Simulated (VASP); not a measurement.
# MoW3 (Cmmm) in VASP: single point with PBE

Aim: the single point of MoW3 with PBE.

Everything below comes from runs of VASP 6.6.1. Logs are shortened: lines on timing, memory, paths and dates and some standing lists are left out, and cuts for length are marked.

**1. The cell of the first run**

Symmetry: Cmmm, No. 65, orthorhombic system. The conventional cell has a = 3.184 Å, b = 4.491 Å, c = 8.970 Å, α = 90.00°, β = 90.00°, γ = 90.00°. Within 3.6 Å of Mo (site symmetry mmm) lie 8 W at 2.75 to 3.17 Å and 6 Mo at 2.75 to 3.18 Å. Within 3.6 Å of W (site symmetry mm2) lie 4 Mo at 2.75 to 3.17 Å and 10 W at 2.75 to 3.18 Å. W (site symmetry mmm) has 14 W at 2.75 to 3.18 Å within 3.6 Å.

**2. Single point, PBE**

Contents of INCAR:

```
PREC = Accurate
ENCUT = 500
EDIFF = 1E-6
ISMEAR = 0
SIGMA = 0.1
LREAL = False
LASPH = True
NELM = 120
ALGO = Normal
ISIF = 2
LWAVE = False
LCHARG = False
GGA = PE
NBANDS = 36
GGA_COMPAT = False
```

Contents of KPOINTS:

```
regular mesh
0
Gamma
  6 6 2
```

Contents of POSCAR:

```
MoW3
1.0
    1.5921233323     -2.2455067901      0.0000000000
    1.5921233323      2.2455067901      0.0000000000
    0.0000000000      0.0000000000      8.9703758673
Mo W
1 3
Direct
    0.0000000000      0.0000000000      0.0000000000
    0.5000000000      0.5000000000      0.7506670112
    0.5000000000      0.5000000000      0.2493329888
    0.0000000000      0.0000000000      0.5000000000
```

Potentials or basis: VASP PAW PBE potentials, release 64 (Mo_sv, W_sv).

On the command line:

```sh
$ cat potpaw_PBE.64/Mo_sv/POTCAR potpaw_PBE.64/W_sv/POTCAR > POTCAR
$ mpirun -np 1 vasp_std > vasp.out
```

OUTCAR:

```text
PREC = Accurate
   ENCUT = 500
   EDIFF = 1E-6
   ISMEAR = 0
   LREAL = False
   LASPH = True
   NELM = 120
   ISIF = 2
   GGA = PE

 ion  position               nearest neighbor table
   1  0.000  0.000  0.000-   2 2.75   3 2.75   2 2.75   3 2.75   2 3.17   3 3.17   2 3.17   3 3.17

   2  0.500  0.500  0.751-   1 2.75   1 2.75   4 2.76   4 2.76   1 3.17   1 3.17   4 3.18   4 3.18

   3  0.500  0.500  0.249-   1 2.75   1 2.75   4 2.76   4 2.76   1 3.17   1 3.17   4 3.18   4 3.18

   4  0.000  0.000  0.500-   2 2.76   3 2.76   2 2.76   3 2.76   2 3.18   3 3.18   2 3.18   3 3.18

  LATTYP: Found a base centered orthorhombic cell.
 ALAT       =     3.1842466646
 B/A-ratio  =     1.4103849523
 C/A-ratio  =     2.8171108624

  Lattice vectors:

 A1 = (   1.5921233323,  -2.2455067901,   0.0000000000)
 A2 = (   1.5921233323,   2.2455067901,   0.0000000000)
 A3 = (   0.0000000000,   0.0000000000,   8.9703758673)

Analysis of symmetry for initial positions (statically):
=====================================================================
 Subroutine PRICEL returns:
 Original cell was already a primitive cell.

 Routine SETGRP: Setting up the symmetry group for a
 base centered orthorhombic supercell.

 Subroutine GETGRP returns: Found  8 space group operations
 (whereof  8 operations were pure point group operations)
 out of a pool of  8 trial point group operations.

The static configuration has the point symmetry D_2h.

Analysis of symmetry for dynamics (positions and initial velocities):
=====================================================================
 Subroutine PRICEL returns:
 Original cell was already a primitive cell.

 Routine SETGRP: Setting up the symmetry group for a
 base centered orthorhombic supercell.

 Subroutine GETGRP returns: Found  8 space group operations
 (whereof  8 operations were pure point group operations)
 out of a pool of  8 trial point group operations.

The dynamic configuration has the point symmetry D_2h.

 Subroutine INISYM returns: Found  8 space group operations
 (whereof  8 operations are pure point group operations),
 and found     1 'primitive' translations

----------------------------------------------------------------------------------------

                                     Primitive cell

  volume of cell :      64.1404

  direct lattice vectors                    reciprocal lattice vectors
     1.592123332 -2.245506790  0.000000000     0.314046023 -0.222666884  0.000000000
     1.592123332  2.245506790  0.000000000     0.314046023  0.222666884  0.000000000
     0.000000000  0.000000000  8.970375867     0.000000000  0.000000000  0.111478049

  length of vectors
     2.752663701  2.752663701  8.970375867     0.384974604  0.384974604  0.111478049

  position of ions in fractional coordinates (direct lattice)
     0.000000000  0.000000000  0.000000000
     0.500000000  0.500000000  0.750667011
     0.500000000  0.500000000  0.249332989
     0.000000000  0.000000000  0.500000000

  ion indices of the primitive-cell ions
   primitive index   ion index
                 1           1
                 2           2
                 3           3
                 4           4

----------------------------------------------------------------------------------------

 KPOINTS: regular mesh

Automatic generation of k-mesh.
 Grid dimensions read from file:
 generate k-points for:    6    6    2

 Generating k-lattice:

  Cartesian coordinates                     Fractional coordinates (reciprocal lattice)
     0.052341004 -0.037111147  0.000000000     0.166666667  0.000000000  0.000000000
     0.052341004  0.037111147  0.000000000     0.000000000  0.166666667  0.000000000
     0.000000000  0.000000000  0.055739024     0.000000000  0.000000000  0.500000000

  Length of vectors
     0.064162434  0.064162434  0.055739024

  Shift w.r.t. Gamma in fractional coordinates (k-lattice)
     0.000000000  0.000000000  0.000000000

 Subroutine IBZKPT returns following result:
 ===========================================

 Found     26 irreducible k-points:

 Following reciprocal coordinates:
            Coordinates               Weight
  0.000000  0.000000  0.000000      1.000000
  0.166667 -0.000000  0.000000      4.000000
  0.333333  0.000000  0.000000      4.000000
  0.500000  0.000000  0.000000      2.000000
  0.166667  0.166667  0.000000      2.000000
  0.333333  0.166667  0.000000      4.000000
[... 16 lines left out ...]
  0.333333  0.333333  0.500000      2.000000
  0.500000  0.333333  0.500000      4.000000
 [... further k-points ...]
   k-points           NKPTS =     26   k-points in BZ     NKDIM =     26   number of bands    NBANDS=     36
   number of dos      NEDOS =    301   number of ions     NIONS =      4
   total plane-waves  NPLWV =  28000
   dimension x,y,z NGX =    20 NGY =   20 NGZ =   70
   dimension x,y,z NGXF=    40 NGYF=   40 NGZF=  140
   ions per type =               1   3
   NGX,Y,Z   is equivalent  to a cutoff of  12.08, 12.08, 12.97 a.u.
   NGXF,Y,Z  is equivalent  to a cutoff of  24.16, 24.16, 25.95 a.u.
 SYSTEM =  unknown system
   PREC   = accura    normal or accurate (medium, high low for compatibility)
   ISTART =      0    job   : 0-new  1-cont  2-samecut
   ICHARG =      2    charge: 1-file 2-atom 10-const
   ISPIN  =      1    spin polarized calculation?
   LNONCOLLINEAR =      F non collinear calculations
   LSORBIT =      F    spin-orbit coupling
   LASPH  =      T    aspherical Exc in radial PAW
   ENCUT  =  500.0 eV  36.75 Ry    6.06 a.u.   5.02  5.02 16.36*2*pi/ulx,y,z
   NELM   =    120;   NELMIN=  2; NELMDL= -5     # of ELM steps
   EDIFF  = 0.1E-05   stopping-criterion for ELM
   LREAL  =      F    real-space projection
   EDIFFG = 0.1E-04   stopping-criterion for IOM
   NSW    =      0    number of steps for IOM
   IBRION =     -1    ionic relax: 0-MD 1-quasi-New 2-CG
   NFREE  =      0    steps in history (QN), initial steepest desc. (CG)
   ISIF   =      2    stress and relaxation
   ISYM   =      2    0-nonsym 1-usesym 2-fastsym
   POTIM  = 0.5000    time-step for ionic-motion
   TEBEG  =    0.0;   TEEND  =   0.0 temperature during run
   PSTRESS=    0.0 pullay stress
   NELECT =      56.0000    total number of electrons
   NUPDOWN=      -1.0000    fix difference up-down
   EMIN   =  10.00;   EMAX   =-10.00  energy-range for DOS
   EFERMI =   0.00;   METHOD = LEGACY
   ISMEAR =     0;   SIGMA  =   0.10  broadening in eV -4-tet -1-fermi 0-gaus
   EFERMI_NEDOS =   21; number of points for ismear=-14 and -15
   IALGO  =     38    algorithm
   IMIX   =      4    mixing-type and parameters
     AMIX     =   0.40;   BMIX     =  1.00
     AMIX_MAG =   1.60;   BMIX_MAG =  1.00
  volume/ion in A,a.u.               =      16.04       108.21
  Fermi-wavevector in a.u.,A,eV,Ry     =   1.564685  2.956826 33.310318  2.448239
  Thomas-Fermi vector in A             =   2.667272
   LORBIT       =      0    0 simple, 1 ext, 2 COOP (PROOUT), +10 PAW based schemes
   GGA     = PE    functional components
   LHFCALC =     F    Hartree Fock is set to
   AEXX    =    0.0000 exact exchange contribution
   IVDW    =     0    specifies the selected vdW correction
   LEPSILON=     F    determine dielectric tensor
   LRPA    =     F    only Hartree local field effects (RPA)
 non-spin polarized calculation
 Gauss-broadening in eV      SIGMA  =   0.10
  energy-cutoff  :      500.00
  volume of cell :       64.14
 maximum number of plane-waves:      1658
   NGX = 11   NGY = 11   NGZ = 33

 number of electron      56.0000007 magnetization

 Free energy of the ion-electron system (eV)
  ---------------------------------------------------
  ext. energy  EPLUGINS =         0.00000000
  ---------------------------------------------------
  free energy    TOTEN  =       -49.93386523 eV

  energy without entropy =      -49.92839991  energy(sigma->0) =      -49.93113257

 E-fermi :  11.5142     XC(G=0): -13.4935

 val. band max:       11.5021851999   @ k =  -0.3333   0.3333   0.0000
 cond. band min:      11.6417447343   @ k =   0.5000   0.5000   0.0000
 fundamental gap:      0.1395595344
 Fermi energy:        11.5141834726

 k-point     1 :       0.0000    0.0000    0.0000
  band No.  band energies     occupation
      1     -62.6579      2.00000
      2     -62.6167      2.00000
      3     -62.5689      2.00000
      4     -49.6798      2.00000
      5     -27.3435      2.00000
      6     -26.8993      2.00000
[... 28 lines left out ...]
     35      13.5428      0.00000
     36      13.7468      0.00000

 k-point     2 :       0.1667   -0.0000    0.0000
  band No.  band energies     occupation
      1     -62.6364      2.00000
      2     -62.6009      2.00000
      3     -62.5589      2.00000
      4     -49.6503      2.00000
      5     -27.2703      2.00000
      6     -26.9595      2.00000
[... 28 lines left out ...]
     35      13.9117      0.00000
     36      14.1212      0.00000

 k-point     3 :       0.3333    0.0000    0.0000
  band No.  band energies     occupation
      1     -62.5885      2.00000
      2     -62.5692      2.00000
      3     -62.5433      2.00000
      4     -49.5907      2.00000
      5     -27.2485      2.00000
      6     -27.2255      2.00000
[... 28 lines left out ...]
     35      14.2936      0.00000
     36      14.4022      0.00000
[... 742 lines left out ...]
 k-point    23 :       0.3333    0.3333    0.5000
  band No.  band energies     occupation
      1     -62.5382      2.00000
      2     -62.5277      2.00000
      3     -62.5105      2.00000
      4     -49.5141      2.00000
      5     -27.1600      2.00000
      6     -27.1420      2.00000
[... 28 lines left out ...]
     35      14.8149      0.00000
     36      14.8560      0.00000

 k-point    24 :       0.5000    0.3333    0.5000
  band No.  band energies     occupation
      1     -62.5433      2.00000
      2     -62.5180      2.00000
      3     -62.4859      2.00000
      4     -49.4974      2.00000
      5     -27.3149      2.00000
      6     -27.2360      2.00000
[... 28 lines left out ...]
     35      16.0687      0.00000
     36      16.4053      0.00000

 [... further k-points ...]

------------------------ aborting loop because EDIFF is reached ----------------------------------------

  FORCE on cell =-STRESS in cart. coord.  units (eV):
  Direction    XX          YY          ZZ          XY          YZ          ZX
  --------------------------------------------------------------------------------------
  -------------------------------------------------------------------------------------
  Total       -0.5481727     -0.3901326      0.9288739     -0.0000000      0.0000000      0.0000000
  in kB      -13.6929262     -9.7452084     23.2025440     -0.0000000      0.0000000      0.0000000
  external PRESSURE =      -0.0785302 kB  Pullay stress =       0.0000000 kB

 VOLUME and BASIS-vectors are now :
 -----------------------------------------------------------------------------
  energy-cutoff  :      500.00
  volume of cell :       64.14
      direct lattice vectors                 reciprocal lattice vectors
     1.592123332 -2.245506790  0.000000000     0.314046023 -0.222666884  0.000000000
     1.592123332  2.245506790  0.000000000     0.314046023  0.222666884  0.000000000
     0.000000000  0.000000000  8.970375867     0.000000000  0.000000000  0.111478049

 POSITION                                       TOTAL-FORCE (eV/Angst)
 -----------------------------------------------------------------------------------
      0.00000      0.00000      0.00000        -0.000000      0.000000      0.000000
      1.59212      0.00000      6.73377        -0.000000      0.000000     -0.004729
      1.59212      0.00000      2.23661         0.000000      0.000000      0.004729
      0.00000      0.00000      4.48519        -0.000000      0.000000      0.000000
 -----------------------------------------------------------------------------------
    total drift:                                0.000000      0.000000      0.000000

  FREE ENERGIE OF THE ION-ELECTRON SYSTEM (eV)
  ---------------------------------------------------
  free  energy   TOTEN  =       -49.9338652305 eV

  energy  without entropy=      -49.9283999096  energy(sigma->0) =      -49.93113257
```

It took 56 s on 1 thread of Intel Xeon 8259CL, shared host; peak memory 0.17 GiB.

Results:

- Free energy: -49.9339 eV
- Pressure: 0.0 GPa
- Largest force: 0.005 eV/Å
- Band gap on the k mesh: zero (bands 28 and 29 overlap by 1.96 eV)

Forces in eV/Å, atoms in the order of the input:
```
Mo   0.000  0.000  0.000
W    0.000  0.000 -0.005
W    0.000  0.000  0.005
W    0.000  0.000  0.000
```

Levels at points of the mesh, in eV from the Fermi level:
| k point | band 25 | band 26 | band 27 | band 28 | band 29 | band 30 | band 31 | band 32 |
| --- | --- | --- | --- | --- | --- | --- | --- | --- |
| (0.00, 0.00, 0.00) | -1.73 | -1.28 | -1.24 | -1.22 | 0.89 | 1.19 | 1.23 | 1.54 |
| (0.50, 0.00, 0.00) | -2.15 | -2.06 | 0.75 | 0.95 | 1.32 | 1.85 | 1.96 | 2.01 |
| (0.50, 0.50, 0.00) | -0.82 | -0.63 | 0.13 | 0.20 | 0.85 | 2.02 | 2.87 | 4.08 |
| (0.00, 0.00, 0.50) | -1.39 | -1.32 | -0.78 | -0.69 | -0.60 | -0.48 | 1.30 | 1.67 |
| (0.50, 0.00, 0.50) | -0.89 | -0.78 | -0.67 | -0.45 | 1.41 | 1.82 | 1.99 | 1.99 |
| (0.50, 0.50, 0.50) | -1.34 | -1.09 | 0.78 | 0.91 | 2.12 | 2.31 | 2.50 | 2.68 |

Caveat: the k points lie up to 0.40 Å⁻¹ apart, too coarse for converged energies and pressures of a metal; spin-orbit coupling is left out, which moves the levels of the heavy elements.

The gap in the log of VASP goes by the Fermi energy; the results here count the filled bands.